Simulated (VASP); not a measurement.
# KBr (I4/mmm) in VASP: notebook

Runs on KBr. Level: r2SCAN. Tasks: single point.

Program: VASP 6.6.1. These are calculated values, not measurements. Logs are shortened: lines on timing, memory, paths and dates and some standing lists are left out, and cuts for length are marked.

**1. The cell of the first run**

The structure is tetragonal, space group I4/mmm (No. 139). Conventional cell: a = 4.470 Å, b = 4.470 Å, c = 6.585 Å, α = 90.00°, β = 90.00°, γ = 90.00°. K (site symmetry 4/mmm) has 6 Br at 3.16 to 3.29 Å within 4.2 Å. Br (site symmetry 4/mmm) has 6 K at 3.16 to 3.29 Å within 4.2 Å.

**2. Single point, r2SCAN (strain -0.040 along x and y, +0.000 along z)**

Input file POSCAR:

```
KBr
1.0
    0.0000000000      3.1608000000      3.2925000000
    3.1608000000      0.0000000000      3.2925000000
    3.1608000000      3.1608000000      0.0000000000
K Br
1 1
Direct
    0.0000000000      0.0000000000      0.0000000000
    0.5000000000      0.5000000000      0.5000000000
```

Input file INCAR.step1:

```
SYSTEM = KBr
PREC = Accurate
ENCUT = 520
ISMEAR = 0
SIGMA = 0.05
LREAL = .False.
LASPH = .True.
NELM = 60
NBANDS = 15
GGA = PE
ALGO = Normal
EDIFF = 1E-4
LWAVE = .True.
LCHARG = .False.
```

Input file INCAR.step2:

```
SYSTEM = KBr
PREC = Accurate
ENCUT = 520
EDIFF = 1E-6
ISMEAR = 0
SIGMA = 0.05
LREAL = .False.
LASPH = .True.
NELM = 60
ALGO = Normal
ISIF = 2
LWAVE = .False.
LCHARG = .False.
METAGGA = R2SCAN
LMIXTAU = .True.
NBANDS = 15
ISTART = 1
```

Input file KPOINTS:

```
Automatic mesh
0
Gamma
  6 6 6
  0 0 0
```

Potentials or basis: VASP PAW PBE potentials, release 64 (K_sv, Br).

On the command line:

```bash
$ cat potpaw_PBE.64/K_sv/POTCAR potpaw_PBE.64/Br/POTCAR > POTCAR
$ cp INCAR.step1 INCAR
$ mpirun -np 1 vasp_std > vasp.out
$ cp INCAR.step2 INCAR
$ mpirun -np 1 vasp_std > vasp.out
```

OUTCAR:

```text
SYSTEM = KBr
   PREC = Accurate
   ENCUT = 520
   EDIFF = 1E-6
   ISMEAR = 0
   LREAL = .False.
   LASPH = .True.
   NELM = 60
   ISIF = 2
   METAGGA = R2SCAN
   ISTART = 1

 ion  position               nearest neighbor table
   1  0.000  0.000  0.000-   2 3.16   2 3.16   2 3.16   2 3.16   2 3.29   2 3.29
   2  0.500  0.500  0.500-   1 3.16   1 3.16   1 3.16   1 3.16   1 3.29   1 3.29

  LATTYP: Found a body centered tetragonal cell.
 ALAT       =     4.4700462279
 C/A-ratio  =     1.4731391275

  Lattice vectors:

 A1 = (  -3.1608000000,   0.0000000000,   3.2925000000)
 A2 = (   3.1608000000,   0.0000000000,   3.2925000000)
 A3 = (   0.0000000000,   3.1608000000,  -3.2925000000)

Analysis of symmetry for initial positions (statically):
=====================================================================
 Subroutine PRICEL returns:
 Original cell was already a primitive cell.

 Routine SETGRP: Setting up the symmetry group for a
 body centered tetragonal supercell.

 Subroutine GETGRP returns: Found 16 space group operations
 (whereof 16 operations were pure point group operations)
 out of a pool of 16 trial point group operations.

The static configuration has the point symmetry D_4h.

Analysis of symmetry for dynamics (positions and initial velocities):
=====================================================================
 Subroutine PRICEL returns:
 Original cell was already a primitive cell.

 Routine SETGRP: Setting up the symmetry group for a
 body centered tetragonal supercell.

 Subroutine GETGRP returns: Found 16 space group operations
 (whereof 16 operations were pure point group operations)
 out of a pool of 16 trial point group operations.

The dynamic configuration has the point symmetry D_4h.

 Subroutine INISYM returns: Found 16 space group operations
 (whereof 16 operations are pure point group operations),
 and found     1 'primitive' translations

----------------------------------------------------------------------------------------

                                     Primitive cell

  volume of cell :      65.7885

  direct lattice vectors                    reciprocal lattice vectors
     0.000000000  3.160800000  3.292500000    -0.158187801  0.158187801  0.151860289
     3.160800000  0.000000000  3.292500000     0.158187801 -0.158187801  0.151860289
     3.160800000  3.160800000  0.000000000     0.158187801  0.158187801 -0.151860289

  length of vectors
     4.564122357  4.564122357  4.470046228     0.270385480  0.270385480  0.270385480

  position of ions in fractional coordinates (direct lattice)
     0.000000000  0.000000000  0.000000000
     0.500000000  0.500000000  0.500000000

  ion indices of the primitive-cell ions
   primitive index   ion index
                 1           1
                 2           2

----------------------------------------------------------------------------------------

 KPOINTS: Automatic mesh

Automatic generation of k-mesh.
 Grid dimensions read from file:
 generate k-points for:    6    6    6

 Generating k-lattice:

  Cartesian coordinates                     Fractional coordinates (reciprocal lattice)
    -0.026364633  0.026364633  0.025310048     0.166666667  0.000000000  0.000000000
     0.026364633 -0.026364633  0.025310048     0.000000000  0.166666667  0.000000000
     0.026364633  0.026364633 -0.025310048     0.000000000  0.000000000  0.166666667

  Length of vectors
     0.045064247  0.045064247  0.045064247

  Shift w.r.t. Gamma in fractional coordinates (k-lattice)
     0.000000000  0.000000000  0.000000000

 Subroutine IBZKPT returns following result:
 ===========================================

 Found     30 irreducible k-points:

 Following reciprocal coordinates:
            Coordinates               Weight
  0.000000  0.000000  0.000000      1.000000
  0.166667  0.000000  0.000000      8.000000
  0.333333  0.000000  0.000000      8.000000
  0.500000  0.000000  0.000000      4.000000
  0.166667  0.166667  0.000000      2.000000
  0.333333  0.166667  0.000000      8.000000
[... 16 lines left out ...]
  0.333333  0.000000  0.333333      4.000000
  0.500000  0.000000  0.333333     16.000000
 [... further k-points ...]
   k-points           NKPTS =     30   k-points in BZ     NKDIM =     30   number of bands    NBANDS=     15
   number of dos      NEDOS =    301   number of ions     NIONS =      2
   total plane-waves  NPLWV =  46656
   dimension x,y,z NGX =    36 NGY =   36 NGZ =   36
   dimension x,y,z NGXF=    72 NGYF=   72 NGZF=   72
   ions per type =               1   1
   NGX,Y,Z   is equivalent  to a cutoff of  13.11, 13.11, 13.39 a.u.
   NGXF,Y,Z  is equivalent  to a cutoff of  26.23, 26.23, 26.78 a.u.
 SYSTEM =  KBr
   PREC   = accura    normal or accurate (medium, high low for compatibility)
   ISTART =      1    job   : 0-new  1-cont  2-samecut
   ICHARG =      0    charge: 1-file 2-atom 10-const
   ISPIN  =      1    spin polarized calculation?
   LNONCOLLINEAR =      F non collinear calculations
   LSORBIT =      F    spin-orbit coupling
   LASPH  =      T    aspherical Exc in radial PAW
   ENCUT  =  520.0 eV  38.22 Ry    6.18 a.u.   8.49  8.49  8.31*2*pi/ulx,y,z
   NELM   =     60;   NELMIN=  2; NELMDL=  0     # of ELM steps
   EDIFF  = 0.1E-05   stopping-criterion for ELM
   LREAL  =      F    real-space projection
   EDIFFG = 0.1E-04   stopping-criterion for IOM
   NSW    =      0    number of steps for IOM
   IBRION =     -1    ionic relax: 0-MD 1-quasi-New 2-CG
   NFREE  =      0    steps in history (QN), initial steepest desc. (CG)
   ISIF   =      2    stress and relaxation
   ISYM   =      2    0-nonsym 1-usesym 2-fastsym
   POTIM  = 0.5000    time-step for ionic-motion
   TEBEG  =    0.0;   TEEND  =   0.0 temperature during run
   PSTRESS=    0.0 pullay stress
   NELECT =      16.0000    total number of electrons
   NUPDOWN=      -1.0000    fix difference up-down
   EMIN   =  10.00;   EMAX   =-10.00  energy-range for DOS
   EFERMI =   0.00;   METHOD = LEGACY
   ISMEAR =     0;   SIGMA  =   0.05  broadening in eV -4-tet -1-fermi 0-gaus
   EFERMI_NEDOS =   21; number of points for ismear=-14 and -15
   IALGO  =     38    algorithm
   IMIX   =      4    mixing-type and parameters
     AMIX     =   0.40;   BMIX     =  1.00
     AMIX_MAG =   1.60;   BMIX_MAG =  1.00
  volume/ion in A,a.u.               =      32.89       221.98
  Fermi-wavevector in a.u.,A,eV,Ry     =   1.021876  1.931066 14.207621  1.044231
  Thomas-Fermi vector in A             =   2.155525
   LORBIT       =      0    0 simple, 1 ext, 2 COOP (PROOUT), +10 PAW based schemes
   METAGGA = R2SCAN    functional components
   LHFCALC =     F    Hartree Fock is set to
   AEXX    =    0.0000 exact exchange contribution
   IVDW    =     0    specifies the selected vdW correction
   LEPSILON=     F    determine dielectric tensor
   LRPA    =     F    only Hartree local field effects (RPA)
 non-spin polarized calculation
 Gauss-broadening in eV      SIGMA  =   0.05
  energy-cutoff  :      520.00
  volume of cell :       65.79
 maximum number of plane-waves:      1792
 NGX is ok and might be reduce to    36
   NGX = 17   NGY = 17   NGZ = 17

 number of electron      16.0000001 magnetization

 Free energy of the ion-electron system (eV)
  ---------------------------------------------------
  ext. energy  EPLUGINS =         0.00000000
  ---------------------------------------------------
  free energy    TOTEN  =       -23.20190113 eV

  energy without entropy =      -23.20190113  energy(sigma->0) =      -23.20190113

 E-fermi :  -1.4666     XC(G=0):  -8.1356

 val. band max:       -1.7590963085   @ k =   0.0000   0.0000   0.0000
 cond. band min:       3.5653842859   @ k =   0.0000   0.0000   0.0000
 fundamental gap:      5.3244805943
 Fermi energy:        -1.4666214550

 k-point     1 :       0.0000    0.0000    0.0000
  band No.  band energies     occupation
      1     -30.4759      2.00000
      2     -14.6249      2.00000
      3     -13.1919      2.00000
      4     -13.1919      2.00000
      5     -13.1904      2.00000
      6      -1.8003      2.00000
      7      -1.7591      2.00000
      8      -1.7591      2.00000
      9       3.5654      0.00000
     10       6.2794      0.00000
     11       6.5511      0.00000
     12       6.5511      0.00000
     13       7.4084      0.00000
     14       7.5975      0.00000
     15      10.5349      0.00000

 k-point     2 :       0.1667    0.0000    0.0000
  band No.  band energies     occupation
      1     -30.4736      2.00000
      2     -14.6843      2.00000
      3     -13.1939      2.00000
      4     -13.1917      2.00000
      5     -13.1059      2.00000
      6      -2.1865      2.00000
      7      -1.8956      2.00000
      8      -1.8708      2.00000
      9       4.2662      0.00000
     10       6.2937      0.00000
     11       6.7605      0.00000
     12       6.9107      0.00000
     13       7.8309      0.00000
     14       8.0373      0.00000
     15      11.6054      0.00000

 k-point     3 :       0.3333    0.0000    0.0000
  band No.  band energies     occupation
      1     -30.4691      2.00000
      2     -14.7877      2.00000
      3     -13.2002      2.00000
      4     -13.1911      2.00000
      5     -12.9481      2.00000
      6      -2.8486      2.00000
      7      -2.0978      2.00000
      8      -2.0794      2.00000
      9       5.2714      0.00000
     10       6.7763      0.00000
     11       7.7589      0.00000
     12       7.8879      0.00000
     13       8.8889      0.00000
     14       9.1370      0.00000
     15      11.0304      0.00000
[... 343 lines left out ...]
 k-point    23 :       0.3333    0.0000    0.3333
  band No.  band energies     occupation
      1     -30.4666      2.00000
      2     -14.6342      2.00000
      3     -13.2382      2.00000
      4     -13.2245      2.00000
      5     -13.1311      2.00000
      6      -2.7154      2.00000
      7      -2.0543      2.00000
      8      -2.0490      2.00000
      9       4.8042      0.00000
     10       5.8223      0.00000
     11       8.2682      0.00000
     12       9.1391      0.00000
     13       9.1546      0.00000
     14       9.2722      0.00000
     15      10.5727      0.00000

 k-point    24 :       0.5000    0.0000    0.3333
  band No.  band energies     occupation
      1     -30.4645      2.00000
      2     -14.5947      2.00000
      3     -13.2740      2.00000
      4     -13.2323      2.00000
      5     -13.1534      2.00000
      6      -2.6761      2.00000
      7      -2.2706      2.00000
      8      -2.1337      2.00000
      9       4.9414      0.00000
     10       6.8000      0.00000
     11       8.2312      0.00000
     12       8.8227      0.00000
     13       9.2497      0.00000
     14       9.7243      0.00000
     15      10.4496      0.00000

 [... further k-points ...]
[... 5 lines left out ...]
  --------------------------------------------------------------------------------------
  -------------------------------------------------------------------------------------
  Total        1.0944088      1.0944088      0.2382419      0.0000000      0.0000000      0.0000000
  in kB       26.6526474     26.6526474      5.8020147      0.0000000      0.0000000      0.0000000
  external PRESSURE =      19.7024365 kB  Pullay stress =       0.0000000 kB

 VOLUME and BASIS-vectors are now :
 -----------------------------------------------------------------------------
  energy-cutoff  :      520.00
  volume of cell :       65.79
      direct lattice vectors                 reciprocal lattice vectors
     0.000000000  3.160800000  3.292500000    -0.158187801  0.158187801  0.151860289
     3.160800000  0.000000000  3.292500000     0.158187801 -0.158187801  0.151860289
     3.160800000  3.160800000  0.000000000     0.158187801  0.158187801 -0.151860289

 POSITION                                       TOTAL-FORCE (eV/Angst)
 -----------------------------------------------------------------------------------
      0.00000      0.00000      0.00000         0.000000     -0.000000      0.000000
      3.16080      3.16080      3.29250        -0.000000      0.000000     -0.000000
 -----------------------------------------------------------------------------------
    total drift:                                0.000000      0.000000      0.000000

  FREE ENERGIE OF THE ION-ELECTRON SYSTEM (eV)
  ---------------------------------------------------
  free  energy   TOTEN  =       -23.2019011336 eV

  energy  without entropy=      -23.2019011336  energy(sigma->0) =      -23.20190113
```

Wall time 55 s (1 thread of Intel Xeon 6975P-C (Granite Rapids), shared host); peak memory 0.22 GiB.

Results:

```
Free energy            : -23.2019 eV
Pressure               : 2.0 GPa
Band gap on the k mesh : 5.32 eV, direct
```

Stress tensor (GPa, compression positive):
```
2.67 0.00 0.00
0.00 2.67 0.00
0.00 0.00 0.58
```

Caveat: the cell differs from its parent crystal (strain -0.040 along x and y, +0.000 along z); the PAW data sets were made with another functional, which shifts forces and pressure a little.

**3. Single point, r2SCAN (strain +0.000 along x and y, +0.040 along z)**

Input file POSCAR:

```
KBr
1.0
    0.0000000000      3.2925000000      3.4242000000
    3.2925000000      0.0000000000      3.4242000000
    3.2925000000      3.2925000000      0.0000000000
K Br
1 1
Direct
    0.0000000000      0.0000000000      0.0000000000
    0.5000000000      0.5000000000      0.5000000000
```

Input file INCAR.step1:

```
SYSTEM = KBr
ALGO     = Normal         ! electronic algorithm
EDIFF    = 1E-4           ! SCF threshold, eV
ENCUT    = 520            ! plane-wave cutoff, eV
GGA      = PE             ! functional
ISMEAR   = 0              ! smearing method
LASPH    = .TRUE.         ! aspherical terms in the spheres
LCHARG   = .FALSE.        ! write CHGCAR
LREAL    = .FALSE.        ! projectors in reciprocal space
LWAVE    = .TRUE.         ! write WAVECAR
NBANDS   = 15             ! bands
NELM     = 80             ! most SCF steps
PREC     = Accurate       ! precision mode
SIGMA    = 0.05           ! smearing width, eV
```

Input file INCAR.step2:

```
SYSTEM = KBr
ALGO     = Normal         ! electronic algorithm
EDIFF    = 1E-6           ! SCF threshold, eV
ENCUT    = 520            ! plane-wave cutoff, eV
ISIF     = 2              ! what is computed and relaxed
ISMEAR   = 0              ! smearing method
ISTART   = 1            
LASPH    = .TRUE.         ! aspherical terms in the spheres
LCHARG   = .FALSE.        ! write CHGCAR
LMIXTAU  = .TRUE.       
LREAL    = .FALSE.        ! projectors in reciprocal space
LWAVE    = .FALSE.        ! write WAVECAR
METAGGA  = R2SCAN         ! meta-GGA
NBANDS   = 15             ! bands
NELM     = 80             ! most SCF steps
PREC     = Accurate       ! precision mode
SIGMA    = 0.05           ! smearing width, eV
```

Input file KPOINTS:

```
k-points
0
G
  6 6 6
  0 0 0
```

Potentials or basis: VASP PAW PBE potentials, release 64 (K_sv, Br).

On the command line:

```bash
$ cat potpaw_PBE.64/K_sv/POTCAR potpaw_PBE.64/Br/POTCAR > POTCAR
$ cp INCAR.step1 INCAR
$ mpirun -np 1 vasp_std > vasp.out
$ cp INCAR.step2 INCAR
$ mpirun -np 1 vasp_std > vasp.out
```

Wall time 89 s (1 thread of AMD EPYC 9R45 (Zen 5), shared host); peak memory 0.19 GiB.

It converged, with:

```yaml
Free_energy: -23.2395 eV
Pressure: -0.4 GPa
Band_gap_on_the_k_mesh: 4.98 eV, direct
```

Stress tensor (GPa, compression positive):
```
 0.00  0.00  0.00
 0.00  0.00  0.00
 0.00  0.00 -1.07
```

Levels at points of the mesh, in eV from the valence-band top:
| k point | band 5 | band 6 | band 7 | band 8 | band 9 | band 10 | band 11 | band 12 |
| --- | --- | --- | --- | --- | --- | --- | --- | --- |
| (0.00, 0.00, 0.00) | -11.66 | -0.02 | 0.00 | 0.00 | 4.98 | 8.07 | 8.31 | 8.31 |
| (0.50, 0.00, 0.00) | -11.42 | -1.11 | -0.31 | -0.31 | 7.05 | 8.74 | 10.44 | 10.45 |
| (0.50, 0.50, 0.00) | -11.68 | -0.82 | -0.25 | -0.25 | 6.43 | 7.89 | 9.80 | 10.10 |
| (0.50, 0.00, 0.50) | -11.69 | -0.78 | -0.31 | -0.29 | 6.37 | 7.92 | 10.01 | 10.18 |

Caveat: the cell differs from its parent crystal (strain +0.000 along x and y, +0.040 along z); the PAW data sets were made with another functional, which shifts forces and pressure a little.

**4. Single point, r2SCAN (strain +0.040 along x and y, +0.080 along z)**

Input file POSCAR:

```
KBr
1.0
    0.0000000000      3.4242000000      3.5559000000
    3.4242000000      0.0000000000      3.5559000000
    3.4242000000      3.4242000000      0.0000000000
K Br
1 1
Direct
    0.0000000000      0.0000000000      0.0000000000
    0.5000000000      0.5000000000      0.5000000000
```

Input file INCAR.step1:

```
SYSTEM = KBr
PREC = Accurate
ENCUT = 520
ISMEAR = 0
SIGMA = 0.05
LREAL = .False.
LASPH = .True.
NELM = 80
NBANDS = 15
GGA = PE
ALGO = Normal
EDIFF = 1E-4
LWAVE = .True.
LCHARG = .False.
```

Input file INCAR.step2:

```
SYSTEM = KBr
PREC = Accurate
ENCUT = 520
EDIFF = 1E-6
ISMEAR = 0
SIGMA = 0.05
LREAL = .False.
LASPH = .True.
NELM = 80
ALGO = Normal
ISIF = 2
LWAVE = .False.
LCHARG = .False.
METAGGA = R2SCAN
LMIXTAU = .True.
NBANDS = 15
ISTART = 1
```

Input file KPOINTS:

```
regular mesh
0
Gamma
  6 6 6
  0 0 0
```

On the command line:

```bash
$ cat potpaw_PBE.64/K_sv/POTCAR potpaw_PBE.64/Br/POTCAR > POTCAR
$ cp INCAR.step1 INCAR
$ mpirun -np 1 vasp_std > vasp.out
$ cp INCAR.step2 INCAR
$ mpirun -np 1 vasp_std > vasp.out
```

Wall time 1.8 min (1 thread of AMD EPYC 9R45 (Zen 5), shared host); peak memory 0.23 GiB.

Results (log left out):

| Item | Value |
| --- | --- |
| Free energy | -23.1815 eV |
| Pressure | -1.6 GPa |
| Band gap on the k mesh | 4.70 eV, direct |

Stress tensor (GPa, compression positive):
```
-1.42  0.00  0.00
 0.00 -1.42  0.00
 0.00  0.00 -1.90
```

Levels at points of the mesh, in eV from the valence-band top:
```tsv
k point	band 4	band 5	band 6	band 7	band 8	band 9	band 10	band 11	band 12	band 13
(0.00, 0.00, 0.00)	-11.92	-11.92	0.00	0.00	0.00	4.70	8.05	8.25	8.25	9.00
(0.50, 0.00, 0.00)	-11.92	-11.72	-0.90	-0.23	-0.23	6.81	8.29	10.11	10.14	10.20
(0.50, 0.50, 0.00)	-11.94	-11.94	-0.68	-0.21	-0.21	6.52	7.46	9.17	9.90	10.03
(0.50, 0.00, 0.50)	-11.95	-11.94	-0.66	-0.27	-0.23	6.47	7.51	9.38	9.96	10.05
```

Caveat: the cell differs from its parent crystal (strain +0.040 along x and y, +0.080 along z); the PAW data sets were made with another functional, which shifts forces and pressure a little.

**5. The runs side by side**

| cell | gap on the mesh (eV) | pressure (GPa) |
| --- | --- | --- |
| a = 4.564, b = 4.564, c = 4.470 Å, angles 60.7, 60.7, 58.6°, 2 atoms | 5.32 | 2.0 |
| a = 4.750, b = 4.750, c = 4.656 Å, angles 60.7, 60.7, 58.7°, 2 atoms | 4.98 | -0.4 |
| a = 4.937, b = 4.937, c = 4.843 Å, angles 60.6, 60.6, 58.7°, 2 atoms | 4.70 | -1.6 |

Alike in all rows: task single point; level r2SCAN; potentials or basis VASP PAW PBE potentials, release 64 (K_sv, Br); no spin polarisation; k mesh 6 × 6 × 6; cutoff (eV) 520; smearing gaussian 0.05 eV.

Caveats: the PAW data sets were made with another functional, which shifts forces and pressure a little.

Absolute energies hang on the potentials; compare differences alone.
